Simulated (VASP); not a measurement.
# LaSi2OsRu2 (P4/mmm) in VASP: single point with PBE

Aim: the single point of LaSi2OsRu2 with PBE.

All numbers are computed with VASP 6.6.1; they aren't measurements. Logs are shortened: lines on timing, memory, paths and dates and some standing lists are left out, and cuts for length are marked.

**1. The cell of the first run**

The structure is tetragonal, space group P4/mmm (No. 123). Conventional cell: a = 4.710 Å, b = 4.710 Å, c = 5.510 Å, α = 90.00°, β = 90.00°, γ = 90.00°. Within 3.7 Å of La (site symmetry 4/mmm) lie 2 Os at 2.76 Å and 8 Ru at 3.62 Å and 8 Si at 3.63 Å. Within 3.1 Å of Os (site symmetry 4/mmm) lie 4 Ru at 2.36 Å and 2 La at 2.76 Å. Si (site symmetry 4mm) has 2 Si at 2.64 to 2.87 Å and 4 Ru at 2.70 Å and 4 Os at 3.58 Å and 4 La at 3.63 Å within 3.7 Å. Ru (site symmetry mmm) has 2 Os at 2.36 Å and 4 Si at 2.70 Å within 3.1 Å.

**2. Single point, PBE**

INCAR reads:

```
SYSTEM = LaSi2OsRu2
PREC = Accurate
ENCUT = 560
EDIFF = 1E-6
ISMEAR = 0
SIGMA = 0.024
LREAL = .False.
LASPH = .True.
NELM = 200
ALGO = Normal
ISIF = 2
LWAVE = .False.
LCHARG = .False.
GGA = PE
NBANDS = 42
GGA_COMPAT = .False.
LMAXMIX = 6
```

KPOINTS reads:

```
Automatic mesh
0
Gamma
  4 4 3
  0 0 0
```

POSCAR reads:

```
LaSi2OsRu2
1.0
    4.7104731093      0.0000000000      0.0000000000
    0.0000000000      4.7104731093      0.0000000000
    0.0000000000      0.0000000000      5.5102849302
La Os Si Ru
1 1 2 2
Direct
    0.0000000000      0.0000000000      0.5000000000
    0.0000000000      0.0000000000      0.0000000000
    0.5000000000      0.5000000000      0.2398069342
    0.5000000000      0.5000000000      0.7601930658
    0.0000000000      0.5000000000      0.0000000000
    0.5000000000      0.0000000000      0.0000000000
```

Potentials or basis: VASP PAW PBE potentials, release 64 (La, Os_sv_GW, Si, Ru_sv).

Command:

```bash
> cat potpaw_PBE.64/La/POTCAR potpaw_PBE.64/Os_sv_GW/POTCAR potpaw_PBE.64/Si/POTCAR potpaw_PBE.64/Ru_sv/POTCAR > POTCAR
> mpirun -np 1 vasp_std > vasp.out
```

OUTCAR:

```text
SYSTEM = LaSi2OsRu2
   PREC = Accurate
   ENCUT = 560
   EDIFF = 1E-6
   ISMEAR = 0
   LREAL = .False.
   LASPH = .True.
   NELM = 200
   ISIF = 2
   GGA = PE

 ion  position               nearest neighbor table
   1  0.000  0.000  0.500-   2 2.76   2 2.76
   2  0.000  0.000  0.000-   5 2.36   6 2.36   5 2.36   6 2.36   1 2.76   1 2.76
   3  0.500  0.500  0.240-   4 2.64   5 2.70   6 2.70   6 2.70   5 2.70   4 2.87
   4  0.500  0.500  0.760-   3 2.64   5 2.70   6 2.70   6 2.70   5 2.70   3 2.87
   5  0.000  0.500  0.000-   2 2.36   2 2.36   4 2.70   3 2.70   3 2.70   4 2.70
   6  0.500  0.000  0.000-   2 2.36   2 2.36   4 2.70   3 2.70   4 2.70   3 2.70

  LATTYP: Found a simple tetragonal cell.
 ALAT       =     4.7104731093
 C/A-ratio  =     1.1697943715

  Lattice vectors:

 A1 = (   4.7104731093,   0.0000000000,   0.0000000000)
 A2 = (   0.0000000000,   4.7104731093,   0.0000000000)
 A3 = (   0.0000000000,   0.0000000000,   5.5102849302)

Analysis of symmetry for initial positions (statically):
=====================================================================
 Subroutine PRICEL returns:
 Original cell was already a primitive cell.

 Routine SETGRP: Setting up the symmetry group for a
 simple tetragonal supercell.

 Subroutine GETGRP returns: Found 16 space group operations
 (whereof 16 operations were pure point group operations)
 out of a pool of 16 trial point group operations.

The static configuration has the point symmetry D_4h.

Analysis of symmetry for dynamics (positions and initial velocities):
=====================================================================
 Subroutine PRICEL returns:
 Original cell was already a primitive cell.

 Routine SETGRP: Setting up the symmetry group for a
 simple tetragonal supercell.

 Subroutine GETGRP returns: Found 16 space group operations
 (whereof 16 operations were pure point group operations)
 out of a pool of 16 trial point group operations.

The dynamic configuration has the point symmetry D_4h.

 Subroutine INISYM returns: Found 16 space group operations
 (whereof 16 operations are pure point group operations),
 and found     1 'primitive' translations

----------------------------------------------------------------------------------------

                                     Primitive cell

  volume of cell :     122.2653

  direct lattice vectors                    reciprocal lattice vectors
     4.710473109  0.000000000  0.000000000     0.212292901  0.000000000  0.000000000
     0.000000000  4.710473109  0.000000000     0.000000000  0.212292901  0.000000000
     0.000000000  0.000000000  5.510284930     0.000000000  0.000000000  0.181478819

  length of vectors
     4.710473109  4.710473109  5.510284930     0.212292901  0.212292901  0.181478819

  position of ions in fractional coordinates (direct lattice)
     0.000000000  0.000000000  0.500000000
     0.000000000  0.000000000  0.000000000
     0.500000000  0.500000000  0.239806934
     0.500000000  0.500000000  0.760193066
     0.000000000  0.500000000  0.000000000
     0.500000000  0.000000000  0.000000000

  ion indices of the primitive-cell ions
   primitive index   ion index
                 1           1
                 2           2
                 3           3
                 4           4
                 5           5
                 6           6

----------------------------------------------------------------------------------------

 KPOINTS: Automatic mesh

Automatic generation of k-mesh.
 Grid dimensions read from file:
 generate k-points for:    4    4    3

 Generating k-lattice:

  Cartesian coordinates                     Fractional coordinates (reciprocal lattice)
     0.053073225  0.000000000  0.000000000     0.250000000  0.000000000  0.000000000
     0.000000000  0.053073225  0.000000000     0.000000000  0.250000000  0.000000000
     0.000000000  0.000000000  0.060492940     0.000000000  0.000000000  0.333333333

  Length of vectors
     0.053073225  0.053073225  0.060492940

  Shift w.r.t. Gamma in fractional coordinates (k-lattice)
     0.000000000  0.000000000  0.000000000

 Subroutine IBZKPT returns following result:
 ===========================================

 Found     12 irreducible k-points:

 Following reciprocal coordinates:
            Coordinates               Weight
  0.000000  0.000000  0.000000      1.000000
  0.250000  0.000000  0.000000      4.000000
  0.500000  0.000000  0.000000      2.000000
  0.250000  0.250000  0.000000      4.000000
  0.500000  0.250000  0.000000      4.000000
  0.500000  0.500000  0.000000      1.000000
  0.000000  0.000000  0.333333      2.000000
  0.250000  0.000000  0.333333      8.000000
  0.500000  0.000000  0.333333      4.000000
  0.250000  0.250000  0.333333      8.000000
  0.500000  0.250000  0.333333      8.000000
  0.500000  0.500000  0.333333      2.000000
   k-points           NKPTS =     12   k-points in BZ     NKDIM =     12   number of bands    NBANDS=     42
   number of dos      NEDOS =    301   number of ions     NIONS =      6
   total plane-waves  NPLWV =  62208
   dimension x,y,z NGX =    36 NGY =   36 NGZ =   48
   dimension x,y,z NGXF=    72 NGYF=   72 NGZF=   96
   ions per type =               1   1   2   2
   NGX,Y,Z   is equivalent  to a cutoff of  12.71, 12.71, 14.48 a.u.
   NGXF,Y,Z  is equivalent  to a cutoff of  25.41, 25.41, 28.96 a.u.
 SYSTEM =  LaSi2OsRu2
   PREC   = accura    normal or accurate (medium, high low for compatibility)
   ISTART =      0    job   : 0-new  1-cont  2-samecut
   ICHARG =      2    charge: 1-file 2-atom 10-const
   ISPIN  =      1    spin polarized calculation?
   LNONCOLLINEAR =      F non collinear calculations
   LSORBIT =      F    spin-orbit coupling
   LASPH  =      T    aspherical Exc in radial PAW
   ENCUT  =  560.0 eV  41.16 Ry    6.42 a.u.   9.09  9.09 10.63*2*pi/ulx,y,z
   NELM   =    200;   NELMIN=  2; NELMDL= -5     # of ELM steps
   EDIFF  = 0.1E-05   stopping-criterion for ELM
   LREAL  =      F    real-space projection
   EDIFFG = 0.1E-04   stopping-criterion for IOM
   NSW    =      0    number of steps for IOM
   IBRION =     -1    ionic relax: 0-MD 1-quasi-New 2-CG
   NFREE  =      0    steps in history (QN), initial steepest desc. (CG)
   ISIF   =      2    stress and relaxation
   ISYM   =      2    0-nonsym 1-usesym 2-fastsym
   POTIM  = 0.5000    time-step for ionic-motion
   TEBEG  =    0.0;   TEEND  =   0.0 temperature during run
   PSTRESS=    0.0 pullay stress
   NELECT =      67.0000    total number of electrons
   NUPDOWN=      -1.0000    fix difference up-down
   EMIN   =  10.00;   EMAX   =-10.00  energy-range for DOS
   EFERMI =   0.00;   METHOD = LEGACY
   ISMEAR =     0;   SIGMA  =   0.02  broadening in eV -4-tet -1-fermi 0-gaus
   EFERMI_NEDOS =   21; number of points for ismear=-14 and -15
   IALGO  =     38    algorithm
   IMIX   =      4    mixing-type and parameters
     AMIX     =   0.40;   BMIX     =  1.00
     AMIX_MAG =   1.60;   BMIX_MAG =  1.00
  volume/ion in A,a.u.               =      20.38       137.51
  Fermi-wavevector in a.u.,A,eV,Ry     =   1.339673  2.531614 24.418690  1.794723
  Thomas-Fermi vector in A             =   2.468046
   LORBIT       =      0    0 simple, 1 ext, 2 COOP (PROOUT), +10 PAW based schemes
   GGA     = PE    functional components
   LHFCALC =     F    Hartree Fock is set to
   AEXX    =    0.0000 exact exchange contribution
   IVDW    =     0    specifies the selected vdW correction
   LEPSILON=     F    determine dielectric tensor
   LRPA    =     F    only Hartree local field effects (RPA)
 non-spin polarized calculation
 Gauss-broadening in eV      SIGMA  =   0.02
  energy-cutoff  :      560.00
  volume of cell :      122.27
 maximum number of plane-waves:      3700
   NGX = 19   NGY = 19   NGZ = 21

 number of electron      66.9999979 magnetization

 Free energy of the ion-electron system (eV)
  ---------------------------------------------------
  ext. energy  EPLUGINS =         0.00000000
  ---------------------------------------------------
  free energy    TOTEN  =       -45.18421397 eV

  energy without entropy =      -45.17830511  energy(sigma->0) =      -45.18125954

 E-fermi :   9.0590     XC(G=0): -11.0816

 val. band max:        9.0463937279   @ k =   0.2500   0.0000   0.3333
 cond. band min:       9.0590954509   @ k =   0.2500   0.0000   0.3333
 fundamental gap:      0.0127017230
 Fermi energy:         9.0589942792

 k-point     1 :       0.0000    0.0000    0.0000
  band No.  band energies     occupation
      1     -77.2570      2.00000
      2     -63.5206      2.00000
      3     -63.5164      2.00000
      4     -37.0997      2.00000
      5     -37.0997      2.00000
      6     -36.5621      2.00000
[... 34 lines left out ...]
     41      11.5608      0.00000
     42      11.5936      0.00000

 k-point     2 :       0.2500    0.0000    0.0000
  band No.  band energies     occupation
      1     -77.2571      2.00000
      2     -63.5207      2.00000
      3     -63.5175      2.00000
      4     -37.0984      2.00000
      5     -36.9845      2.00000
      6     -36.5607      2.00000
[... 34 lines left out ...]
     41      11.4931      0.00000
     42      11.5146      0.00000

 k-point     3 :       0.5000    0.0000    0.0000
  band No.  band energies     occupation
      1     -77.2570      2.00000
      2     -63.5208      2.00000
      3     -63.5185      2.00000
      4     -37.0972      2.00000
      5     -36.8575      2.00000
      6     -36.5592      2.00000
[... 34 lines left out ...]
     41      11.4372      0.00000
     42      11.5566      0.00000

 k-point     4 :       0.2500    0.2500    0.0000
  band No.  band energies     occupation
      1     -77.2571      2.00000
      2     -63.5207      2.00000
      3     -63.5186      2.00000
      4     -36.9835      2.00000
      5     -36.9828      2.00000
      6     -36.5593      2.00000
[... 34 lines left out ...]
     41      11.3515      0.00000
     42      11.4755      0.00000

 k-point     5 :       0.5000    0.2500    0.0000
  band No.  band energies     occupation
      1     -77.2569      2.00000
      2     -63.5208      2.00000
      3     -63.5197      2.00000
      4     -36.9817      2.00000
      5     -36.8560      2.00000
      6     -36.5578      2.00000
[... 34 lines left out ...]
     41      11.2809      0.00000
     42      11.4510      0.00000

 k-point     6 :       0.5000    0.5000    0.0000
  band No.  band energies     occupation
      1     -77.2567      2.00000
      2     -63.5208      2.00000
      3     -63.5208      2.00000
      4     -36.8546      2.00000
      5     -36.8546      2.00000
      6     -36.5563      2.00000
[... 34 lines left out ...]
     41      11.3095      0.00000
     42      11.4749      0.00000

 k-point     7 :       0.0000    0.0000    0.3333
  band No.  band energies     occupation
      1     -77.2573      2.00000
      2     -63.5206      2.00000
      3     -63.5164      2.00000
      4     -37.0999      2.00000
      5     -37.0999      2.00000
      6     -36.5634      2.00000
[... 34 lines left out ...]
     41      11.5128      0.00000
     42      11.6480      0.00000

 k-point     8 :       0.2500    0.0000    0.3333
  band No.  band energies     occupation
      1     -77.2571      2.00000
      2     -63.5207      2.00000
      3     -63.5175      2.00000
      4     -37.0985      2.00000
      5     -36.9845      2.00000
      6     -36.5619      2.00000
[... 34 lines left out ...]
     41      11.3751      0.00000
     42      11.4468      0.00000

 k-point     9 :       0.5000    0.0000    0.3333
  band No.  band energies     occupation
      1     -77.2571      2.00000
      2     -63.5208      2.00000
      3     -63.5185      2.00000
      4     -37.0972      2.00000
      5     -36.8576      2.00000
      6     -36.5604      2.00000
[... 34 lines left out ...]
     41      11.3735      0.00000
     42      11.4230      0.00000

 k-point    10 :       0.2500    0.2500    0.3333
  band No.  band energies     occupation
      1     -77.2570      2.00000
      2     -63.5207      2.00000
      3     -63.5186      2.00000
      4     -36.9835      2.00000
      5     -36.9827      2.00000
      6     -36.5603      2.00000
[... 34 lines left out ...]
     41      11.4425      0.00000
     42      11.5278      0.00000

 k-point    11 :       0.5000    0.2500    0.3333
  band No.  band energies     occupation
      1     -77.2568      2.00000
      2     -63.5208      2.00000
      3     -63.5197      2.00000
      4     -36.9817      2.00000
      5     -36.8560      2.00000
      6     -36.5588      2.00000
[... 34 lines left out ...]
     41      11.4833      0.00000
     42      11.5647      0.00000

 k-point    12 :       0.5000    0.5000    0.3333
  band No.  band energies     occupation
      1     -77.2567      2.00000
      2     -63.5208      2.00000
      3     -63.5208      2.00000
      4     -36.8546      2.00000
      5     -36.8546      2.00000
      6     -36.5572      2.00000
[... 34 lines left out ...]
     41      11.4563      0.00000
     42      11.5799      0.00000

------------------------ aborting loop because EDIFF is reached ----------------------------------------

  FORCE on cell =-STRESS in cart. coord.  units (eV):
  Direction    XX          YY          ZZ          XY          YZ          ZX
  --------------------------------------------------------------------------------------
  -------------------------------------------------------------------------------------
  Total       -0.1819472     -0.1819472     -0.2116559      0.0000000     -0.0000000     -0.0000000
  in kB       -2.3842551     -2.3842551     -2.7735619      0.0000000     -0.0000000     -0.0000000
  external PRESSURE =      -2.5140241 kB  Pullay stress =       0.0000000 kB

 VOLUME and BASIS-vectors are now :
 -----------------------------------------------------------------------------
  energy-cutoff  :      560.00
  volume of cell :      122.27
      direct lattice vectors                 reciprocal lattice vectors
     4.710473109  0.000000000  0.000000000     0.212292901  0.000000000  0.000000000
     0.000000000  4.710473109  0.000000000     0.000000000  0.212292901  0.000000000
     0.000000000  0.000000000  5.510284930     0.000000000  0.000000000  0.181478819

 POSITION                                       TOTAL-FORCE (eV/Angst)
 -----------------------------------------------------------------------------------
      0.00000      0.00000      2.75514         0.000000     -0.000000      0.000000
      0.00000      0.00000      0.00000         0.000000     -0.000000      0.000000
      2.35524      2.35524      1.32140         0.000000      0.000000      0.000878
      2.35524      2.35524      4.18888         0.000000     -0.000000     -0.000878
      0.00000      2.35524      0.00000         0.000000     -0.000000      0.000000
      2.35524      0.00000      0.00000         0.000000     -0.000000      0.000000
 -----------------------------------------------------------------------------------
    total drift:                                0.000000     -0.000000     -0.000000

  FREE ENERGIE OF THE ION-ELECTRON SYSTEM (eV)
  ---------------------------------------------------
  free  energy   TOTEN  =       -45.1842139720 eV

  energy  without entropy=      -45.1783051051  energy(sigma->0) =      -45.18125954
```

It took 50 s on 1 thread of Intel Xeon 6975P-C (Granite Rapids), shared host; peak memory 0.29 GiB.

Results:

```yaml
Free_energy: -45.1842 eV
Pressure: -0.3 GPa
Band_gap_on_the_k_mesh: zero (an odd number of electrons rules out a gap without spin polarisation)
```

Caveat: the k points lie up to 0.38 Å⁻¹ apart, too coarse for converged energies and pressures of a metal; spin-orbit coupling is left out, which moves the levels of the heavy elements.
